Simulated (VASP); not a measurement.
# LiCl in VASP: a series of runs

Runs on LiCl. Level: PBEsol. Tasks: single point.

Program: VASP 6.6.1. These are calculated values, not measurements. Logs are shortened: lines on timing, memory, paths and dates and some standing lists are left out, and cuts for length are marked.

## Step 1: The cell of the first run

It takes space group Fm-3m (No. 225, cubic). Conventional cell: a = 5.297 Å, b = 5.297 Å, c = 5.297 Å, α = 90.00°, β = 90.00°, γ = 90.00°. Within 3.5 Å of Li (site symmetry m-3m) lie 6 Cl at 2.65 Å. Cl (site symmetry m-3m) has 6 Li at 2.65 Å within 3.5 Å.

## Step 2: Single point, PBEsol (strained and its atoms moved)

INCAR reads:

```
SYSTEM = LiCl
  PREC = Accurate
  ENCUT = 520
  EDIFF = 1E-6
  ISMEAR = 0
  SIGMA = 0.02
  LREAL = .False.
  LASPH = .True.
  NELM = 80
  ALGO = Normal
  ISIF = 2
  LWAVE = .False.
  LCHARG = .True.
  GGA = PS
  LELF = .True.
  LVHAR = .True.
  NBANDS = 12
```

KPOINTS reads:

```
Automatic mesh
0
Gamma
  8 8 8
  0 0 0
```

POSCAR reads:

```
LiCl
1.0
    0.0000000000      2.6487302424      2.6487302424
    2.6487302424      0.0000000000      2.6487302424
    2.6487302424      2.6487302424      0.0000000000
Li Cl
1 1
Direct
    0.0000000000      0.0000000000      0.0000000000
    0.5000000000      0.5000000000      0.5000000000
```

Potentials or basis: VASP PAW PBE potentials, release 64 (Li_sv, Cl).

The run is started by

```console
cat potpaw_PBE.64/Li_sv/POTCAR potpaw_PBE.64/Cl/POTCAR > POTCAR
mpirun -np 1 vasp_std > vasp.out
```

OUTCAR:

```text
SYSTEM = LiCl
   PREC = Accurate
   ENCUT = 520
   EDIFF = 1E-6
   ISMEAR = 0
   LREAL = .False.
   LASPH = .True.
   NELM = 80
   ISIF = 2
   GGA = PS

 ion  position               nearest neighbor table
   1  0.000  0.000  0.000-
   2  0.500  0.500  0.500-

  LATTYP: Found a face centered cubic cell.
 ALAT       =     5.2974604848

  Lattice vectors:

 A1 = (   0.0000000000,   2.6487302424,   2.6487302424)
 A2 = (   2.6487302424,   0.0000000000,   2.6487302424)
 A3 = (   2.6487302424,   2.6487302424,   0.0000000000)

Analysis of symmetry for initial positions (statically):
=====================================================================
 Subroutine PRICEL returns:
 Original cell was already a primitive cell.

 Routine SETGRP: Setting up the symmetry group for a
 face centered cubic supercell.

 Subroutine GETGRP returns: Found 48 space group operations
 (whereof 48 operations were pure point group operations)
 out of a pool of 48 trial point group operations.

The static configuration has the point symmetry O_h .

Analysis of symmetry for dynamics (positions and initial velocities):
=====================================================================
 Subroutine PRICEL returns:
 Original cell was already a primitive cell.

 Routine SETGRP: Setting up the symmetry group for a
 face centered cubic supercell.

 Subroutine GETGRP returns: Found 48 space group operations
 (whereof 48 operations were pure point group operations)
 out of a pool of 48 trial point group operations.

The dynamic configuration has the point symmetry O_h .

 Subroutine INISYM returns: Found 48 space group operations
 (whereof 48 operations are pure point group operations),
 and found     1 'primitive' translations

----------------------------------------------------------------------------------------

                                     Primitive cell

  volume of cell :      37.1658

  direct lattice vectors                    reciprocal lattice vectors
     0.000000000  2.648730242  2.648730242    -0.188769695  0.188769695  0.188769695
     2.648730242  0.000000000  2.648730242     0.188769695 -0.188769695  0.188769695
     2.648730242  2.648730242  0.000000000     0.188769695  0.188769695 -0.188769695

  length of vectors
     3.745870232  3.745870232  3.745870232     0.326958703  0.326958703  0.326958703

  position of ions in fractional coordinates (direct lattice)
     0.000000000  0.000000000  0.000000000
     0.500000000  0.500000000  0.500000000

  ion indices of the primitive-cell ions
   primitive index   ion index
                 1           1
                 2           2

----------------------------------------------------------------------------------------

 KPOINTS: Automatic mesh

Automatic generation of k-mesh.
 Grid dimensions read from file:
 generate k-points for:    8    8    8

 Generating k-lattice:

  Cartesian coordinates                     Fractional coordinates (reciprocal lattice)
    -0.023596212  0.023596212  0.023596212     0.125000000  0.000000000  0.000000000
     0.023596212 -0.023596212  0.023596212     0.000000000  0.125000000  0.000000000
     0.023596212  0.023596212 -0.023596212     0.000000000  0.000000000  0.125000000

  Length of vectors
     0.040869838  0.040869838  0.040869838

  Shift w.r.t. Gamma in fractional coordinates (k-lattice)
     0.000000000  0.000000000  0.000000000

 Subroutine IBZKPT returns following result:
 ===========================================

 Found     29 irreducible k-points:

 Following reciprocal coordinates:
            Coordinates               Weight
  0.000000  0.000000  0.000000      1.000000
  0.125000  0.000000  0.000000      8.000000
  0.250000  0.000000  0.000000      8.000000
  0.375000  0.000000  0.000000      8.000000
  0.500000  0.000000  0.000000      4.000000
  0.125000  0.125000  0.000000      6.000000
[... 16 lines left out ...]
  0.500000  0.250000  0.125000     48.000000
 -0.375000  0.250000  0.125000     24.000000
 [... further k-points ...]
   k-points           NKPTS =     29   k-points in BZ     NKDIM =     29   number of bands    NBANDS=     12
   number of dos      NEDOS =    301   number of ions     NIONS =      2
   total plane-waves  NPLWV =  21952
   dimension x,y,z NGX =    28 NGY =   28 NGZ =   28
   dimension x,y,z NGXF=    56 NGYF=   56 NGZF=   56
   ions per type =               1   1
   NGX,Y,Z   is equivalent  to a cutoff of  12.43, 12.43, 12.43 a.u.
   NGXF,Y,Z  is equivalent  to a cutoff of  24.85, 24.85, 24.85 a.u.
 SYSTEM =  LiCl
   PREC   = accura    normal or accurate (medium, high low for compatibility)
   ISTART =      0    job   : 0-new  1-cont  2-samecut
   ICHARG =      2    charge: 1-file 2-atom 10-const
   ISPIN  =      1    spin polarized calculation?
   LNONCOLLINEAR =      F non collinear calculations
   LSORBIT =      F    spin-orbit coupling
   LASPH  =      T    aspherical Exc in radial PAW
   ENCUT  =  520.0 eV  38.22 Ry    6.18 a.u.   6.96  6.96  6.96*2*pi/ulx,y,z
   NELM   =     80;   NELMIN=  2; NELMDL= -5     # of ELM steps
   EDIFF  = 0.1E-05   stopping-criterion for ELM
   LREAL  =      F    real-space projection
   EDIFFG = 0.1E-04   stopping-criterion for IOM
   NSW    =      0    number of steps for IOM
   IBRION =     -1    ionic relax: 0-MD 1-quasi-New 2-CG
   NFREE  =      0    steps in history (QN), initial steepest desc. (CG)
   ISIF   =      2    stress and relaxation
   ISYM   =      2    0-nonsym 1-usesym 2-fastsym
   POTIM  = 0.5000    time-step for ionic-motion
   TEBEG  =    0.0;   TEEND  =   0.0 temperature during run
   PSTRESS=    0.0 pullay stress
   NELECT =      10.0000    total number of electrons
   NUPDOWN=      -1.0000    fix difference up-down
   EMIN   =  10.00;   EMAX   =-10.00  energy-range for DOS
   EFERMI =   0.00;   METHOD = LEGACY
   ISMEAR =     0;   SIGMA  =   0.02  broadening in eV -4-tet -1-fermi 0-gaus
   EFERMI_NEDOS =   21; number of points for ismear=-14 and -15
   IALGO  =     38    algorithm
   IMIX   =      4    mixing-type and parameters
     AMIX     =   0.40;   BMIX     =  1.00
     AMIX_MAG =   1.60;   BMIX_MAG =  1.00
  volume/ion in A,a.u.               =      18.58       125.40
  Fermi-wavevector in a.u.,A,eV,Ry     =   1.056883  1.997220 15.197744  1.117003
  Thomas-Fermi vector in A             =   2.192136
   LORBIT       =      0    0 simple, 1 ext, 2 COOP (PROOUT), +10 PAW based schemes
   GGA     = PS    functional components
   LHFCALC =     F    Hartree Fock is set to
   AEXX    =    0.0000 exact exchange contribution
   IVDW    =     0    specifies the selected vdW correction
   LEPSILON=     F    determine dielectric tensor
   LRPA    =     F    only Hartree local field effects (RPA)
 non-spin polarized calculation
 Gauss-broadening in eV      SIGMA  =   0.02
  energy-cutoff  :      520.00
  volume of cell :       37.17
 maximum number of plane-waves:      1012
   NGX = 13   NGY = 13   NGZ = 13

 number of electron      10.0000000 magnetization

 number of electron       9.9999995 magnetization

 Free energy of the ion-electron system (eV)
  ---------------------------------------------------
  ext. energy  EPLUGINS =         0.00000000
  ---------------------------------------------------
  free energy    TOTEN  =        -7.58165965 eV

  energy without entropy =       -7.58165965  energy(sigma->0) =       -7.58165965

 E-fermi :  -0.0039     XC(G=0):  -8.4953

 val. band max:       -0.1463581189   @ k =   0.0000   0.0000   0.0000
 cond. band min:       5.4860907027   @ k =   0.0000   0.0000   0.0000
 fundamental gap:      5.6324488216
 Fermi energy:        -0.0038586394

 k-point     1 :       0.0000    0.0000    0.0000
  band No.  band energies     occupation
      1     -43.1507      2.00000
      2     -13.2232      2.00000
      3      -0.1464      2.00000
      4      -0.1464      2.00000
      5      -0.1464      2.00000
      6       5.4861      0.00000
      7      11.5684      0.00000
      8      11.5684      0.00000
      9      11.5684      0.00000
     10      13.7082      0.00000
     11      13.7083      0.00000
     12      13.7083      0.00000

 k-point     2 :       0.1250    0.0000    0.0000
  band No.  band energies     occupation
      1     -43.1505      2.00000
      2     -13.1611      2.00000
      3      -0.6207      2.00000
      4      -0.1818      2.00000
      5      -0.1818      2.00000
      6       5.9461      0.00000
      7      10.7146      0.00000
      8      11.4113      0.00000
      9      11.4113      0.00000
     10      12.6142      0.00000
     11      12.6142      0.00000
     12      14.1575      0.00000

 k-point     3 :       0.2500    0.0000    0.0000
  band No.  band energies     occupation
      1     -43.1499      2.00000
      2     -13.0041      2.00000
      3      -1.5605      2.00000
      4      -0.2631      2.00000
      5      -0.2631      2.00000
      6       6.5272      0.00000
      7      10.2810      0.00000
      8      10.3050      0.00000
      9      10.3050      0.00000
     10      13.4591      0.00000
     11      13.4591      0.00000
     12      14.6615      0.00000

 k-point     4 :       0.3750    0.0000    0.0000
  band No.  band energies     occupation
      1     -43.1494      2.00000
      2     -12.8359      2.00000
      3      -2.3461      2.00000
      4      -0.3390      2.00000
      5      -0.3390      2.00000
      6       6.4488      0.00000
      7       9.4768      0.00000
      8       9.4768      0.00000
      9      11.1055      0.00000
     10      15.1465      0.00000
     11      15.1465      0.00000
     12      15.2799      0.00000

 k-point     5 :       0.5000    0.0000    0.0000
  band No.  band energies     occupation
      1     -43.1491      2.00000
      2     -12.7625      2.00000
      3      -2.6449      2.00000
      4      -0.3691      2.00000
      5      -0.3691      2.00000
      6       6.3157      0.00000
      7       9.1913      0.00000
      8       9.1913      0.00000
      9      11.7337      0.00000
     10      15.8982      0.00000
     11      16.5655      0.00000
     12      16.5655      0.00000
[... 228 lines left out ...]
      1     -43.1485      2.00000
      2     -12.5724      2.00000
      3      -2.6866      2.00000
      4      -1.1008      2.00000
      5      -1.1008      2.00000
      6       7.4075      0.00000
      7       8.0641      0.00000
      8      11.3453      0.00000
      9      13.1354      0.00000
     10      13.1354      0.00000
     11      16.4728      0.00000
     12      17.9951      0.00000

 k-point    22 :       0.3750    0.2500    0.1250
  band No.  band energies     occupation
      1     -43.1495      2.00000
      2     -12.8773      2.00000
      3      -1.7477      2.00000
      4      -0.8874      2.00000
      5      -0.4353      2.00000
      6       7.6351      0.00000
      7       9.2764      0.00000
      8       9.3872      0.00000
      9      11.0577      0.00000
     10      12.5427      0.00000
     11      15.8325      0.00000
     12      16.2409      0.00000

 k-point    23 :       0.5000    0.2500    0.1250
  band No.  band energies     occupation
      1     -43.1490      2.00000
      2     -12.7343      2.00000
      3      -2.1974      2.00000
      4      -1.1923      2.00000
      5      -0.5697      2.00000
      6       7.7997      0.00000
      7       8.9727      0.00000
      8       9.8127      0.00000
      9      10.6616      0.00000
     10      13.7099      0.00000
     11      16.7454      0.00000
     12      17.0008      0.00000

 k-point    24 :      -0.3750    0.2500    0.1250
  band No.  band energies     occupation
      1     -43.1489      2.00000
      2     -12.6724      2.00000
      3      -2.3920      2.00000
      4      -1.2789      2.00000
      5      -0.6467      2.00000
      6       7.6841      0.00000
      7       8.9042      0.00000
      8      10.0768      0.00000
      9      10.8335      0.00000
     10      14.8050      0.00000
     11      15.2688      0.00000
     12      17.4266      0.00000

 [... further k-points ...]

------------------------ aborting loop because EDIFF is reached ----------------------------------------

  FORCE on cell =-STRESS in cart. coord.  units (eV):
  Direction    XX          YY          ZZ          XY          YZ          ZX
  --------------------------------------------------------------------------------------
  -------------------------------------------------------------------------------------
  Total       -0.8380304     -0.8380304     -0.8380304      0.0000000     -0.0000000      0.0000000
  in kB      -36.1266071    -36.1266071    -36.1266071      0.0000000     -0.0000000      0.0000000
  external PRESSURE =     -36.1266071 kB  Pullay stress =       0.0000000 kB

 VOLUME and BASIS-vectors are now :
 -----------------------------------------------------------------------------
  energy-cutoff  :      520.00
  volume of cell :       37.17
      direct lattice vectors                 reciprocal lattice vectors
     0.000000000  2.648730242  2.648730242    -0.188769695  0.188769695  0.188769695
     2.648730242  0.000000000  2.648730242     0.188769695 -0.188769695  0.188769695
     2.648730242  2.648730242  0.000000000     0.188769695  0.188769695 -0.188769695

 POSITION                                       TOTAL-FORCE (eV/Angst)
 -----------------------------------------------------------------------------------
      0.00000      0.00000      0.00000        -0.000000     -0.000000     -0.000000
      2.64873      2.64873      2.64873         0.000000      0.000000      0.000000
 -----------------------------------------------------------------------------------
    total drift:                                0.000000      0.000000      0.000000

  FREE ENERGIE OF THE ION-ELECTRON SYSTEM (eV)
  ---------------------------------------------------
  free  energy   TOTEN  =        -7.5816596480 eV

  energy  without entropy=       -7.5816596480  energy(sigma->0) =       -7.58165965
```

Wall time 12 s (1 thread of AMD EPYC 7R43 (Zen 3), shared host); peak memory 0.11 GiB.

Results:

| Item | Value |
| --- | --- |
| Free energy | -7.5817 eV |
| Band gap on the k mesh | 5.63 eV, direct |

Caveat: the cell differs from its parent crystal (strained and its atoms moved); the cutoff is under 1.25 times the usual one of these potentials, so pressure, stress and relaxed cells hold a basis-set (Pulay) error; the PAW data sets were made with another functional, which shifts forces and pressure a little.

## Step 3: Single point, PBEsol (strained and its atoms moved)

INCAR reads:

```
SYSTEM = LiCl
PREC     = Accurate       ! precision mode
ENCUT    = 520            ! plane-wave cutoff, eV
EDIFF    = 1E-6           ! SCF threshold, eV
ISMEAR   = 0              ! smearing method
SIGMA    = 0.02           ! smearing width, eV
LREAL    = .FALSE.        ! projectors in reciprocal space
LASPH    = .TRUE.         ! aspherical terms in the spheres
NELM     = 100            ! most SCF steps
ALGO     = Normal         ! electronic algorithm
ISIF     = 2              ! what is computed and relaxed
LWAVE    = .FALSE.        ! write WAVECAR
LCHARG   = .FALSE.        ! write CHGCAR
GGA      = PS             ! functional
NBANDS   = 12             ! bands
```

KPOINTS reads:

```
regular mesh
0
G
  8 8 8
  0 0 0
```

POSCAR reads:

```
LiCl
1.0
    0.0000000000      2.6512437072      2.6512437072
    2.6512437072      0.0000000000      2.6512437072
    2.6512437072      2.6512437072      0.0000000000
Li Cl
1 1
Direct
    0.0000000000      0.0000000000      0.0000000000
    0.5000000000      0.5000000000      0.5000000000
```

Potentials or basis: VASP PAW PBE potentials, release 64 (Li_sv, Cl).

The run is started by

```console
cat potpaw_PBE.64/Li_sv/POTCAR potpaw_PBE.64/Cl/POTCAR > POTCAR
mpirun -np 1 vasp_std > vasp.out
```

It took 11 s on 1 thread of AMD EPYC 7R43 (Zen 3), shared host; peak memory 0.11 GiB.

It converged, with:

```yaml
Free_energy: -7.5793 eV
Band_gap_on_the_k_mesh: 5.62 eV, direct
```

Levels at points of the mesh, in eV from the valence-band top:
| k point | band 1 | band 2 | band 3 | band 4 | band 5 | band 6 | band 7 | band 8 | band 9 | band 10 |
| --- | --- | --- | --- | --- | --- | --- | --- | --- | --- | --- |
| (0.00, 0.00, 0.00) | -43.01 | -13.07 | 0.00 | 0.00 | 0.00 | 5.62 | 11.71 | 11.71 | 11.71 | 13.84 |
| (0.50, 0.00, 0.00) | -43.01 | -12.61 | -2.49 | -0.22 | -0.22 | 6.46 | 9.34 | 9.34 | 11.85 | 16.03 |
| (0.50, 0.50, 0.00) | -43.01 | -12.42 | -2.53 | -0.95 | -0.95 | 7.55 | 8.21 | 11.47 | 13.26 | 13.26 |

Caveat: the cell differs from its parent crystal (strained and its atoms moved); the cutoff is under 1.25 times the usual one of these potentials, so pressure, stress and relaxed cells hold a basis-set (Pulay) error; the PAW data sets were made with another functional, which shifts forces and pressure a little.

## Step 4: Single point, PBEsol (one atom moved)

INCAR reads:

```
SYSTEM = LiCl
  ALGO = Normal
  EDIFF = 1E-6
  ENCUT = 520
  GGA = PS
  ISIF = 2
  ISMEAR = 0
  LASPH = .True.
  LCHARG = .False.
  LREAL = .False.
  LWAVE = .False.
  NBANDS = 12
  NELM = 80
  PREC = Accurate
  SIGMA = 0.02
```

KPOINTS reads:

```
k-points
0
Gamma
  8 8 8
  0 0 0
```

POSCAR reads:

```
LiCl
1.0
    0.0000000000      2.5647600000      2.5647600000
    2.5647600000      0.0000000000      2.5647600000
    2.5647600000      2.5647600000      0.0000000000
Li Cl
1 1
Direct
   -0.0087727507      0.0087727507      0.0087727507
    0.5000000000      0.5000000000      0.5000000000
```

Potentials or basis: VASP PAW PBE potentials, release 64 (Li_sv, Cl).

The run is started by

```console
cat potpaw_PBE.64/Li_sv/POTCAR potpaw_PBE.64/Cl/POTCAR > POTCAR
mpirun -np 1 vasp_std > vasp.out
```

OUTCAR:

```text
SYSTEM = LiCl
   EDIFF = 1E-6
   ENCUT = 520
   GGA = PS
   ISIF = 2
   ISMEAR = 0
   LASPH = .True.
   LREAL = .False.
   NELM = 80
   PREC = Accurate

 ion  position               nearest neighbor table
   1  0.991  0.009  0.009-   2 2.52   2 2.57   2 2.57   2 2.57   2 2.57   2 2.61
   2  0.500  0.500  0.500-   1 2.52   1 2.57   1 2.57   1 2.57   1 2.57   1 2.61

  LATTYP: Found a face centered cubic cell.
 ALAT       =     5.1295200000

  Lattice vectors:

[... 550 lines left out ...]

  FORCE on cell =-STRESS in cart. coord.  units (eV):
  Direction    XX          YY          ZZ          XY          YZ          ZX
  --------------------------------------------------------------------------------------
  -------------------------------------------------------------------------------------
  Total       -0.2596486     -0.2773428     -0.2773428     -0.0000000      0.0000000     -0.0000000
  in kB      -12.3289565    -13.1691357    -13.1691357     -0.0000000      0.0000000     -0.0000000
  external PRESSURE =     -12.8890760 kB  Pullay stress =       0.0000000 kB

 VOLUME and BASIS-vectors are now :
 -----------------------------------------------------------------------------
  energy-cutoff  :      520.00
  volume of cell :       33.74
      direct lattice vectors                 reciprocal lattice vectors
     0.000000000  2.564760000  2.564760000    -0.194950015  0.194950015  0.194950015
     2.564760000  0.000000000  2.564760000     0.194950015 -0.194950015  0.194950015
     2.564760000  2.564760000  0.000000000     0.194950015  0.194950015 -0.194950015

 POSITION                                       TOTAL-FORCE (eV/Angst)
 -----------------------------------------------------------------------------------
      0.04500      2.56476      2.56476        -0.032526      0.000000      0.000000
      2.56476      2.56476      2.56476         0.032526      0.000000      0.000000
 -----------------------------------------------------------------------------------
    total drift:                                0.000011     -0.000001     -0.000001

  FREE ENERGIE OF THE ION-ELECTRON SYSTEM (eV)
  ---------------------------------------------------
  free  energy   TOTEN  =        -7.6336570120 eV

  energy  without entropy=       -7.6336570120  energy(sigma->0) =       -7.63365701
```

It took 20 s on 1 thread of AMD EPYC 7R43 (Zen 3), shared host; peak memory 0.12 GiB.

What came out:

* Free energy: -7.6337 eV
* Largest force: 0.033 eV/Å
* Band gap on the k mesh: 6.14 eV, direct

Forces in eV/Å, atoms in the order of the input:
```
Li  -0.033  0.000  0.000
Cl   0.033  0.000  0.000
```

Caveat: the cell differs from its parent crystal (one atom moved); the cutoff is under 1.25 times the usual one of these potentials, so pressure, stress and relaxed cells hold a basis-set (Pulay) error; the PAW data sets were made with another functional, which shifts forces and pressure a little. A k mesh can miss the band edges.

(Part 1 of 2 ends here.)
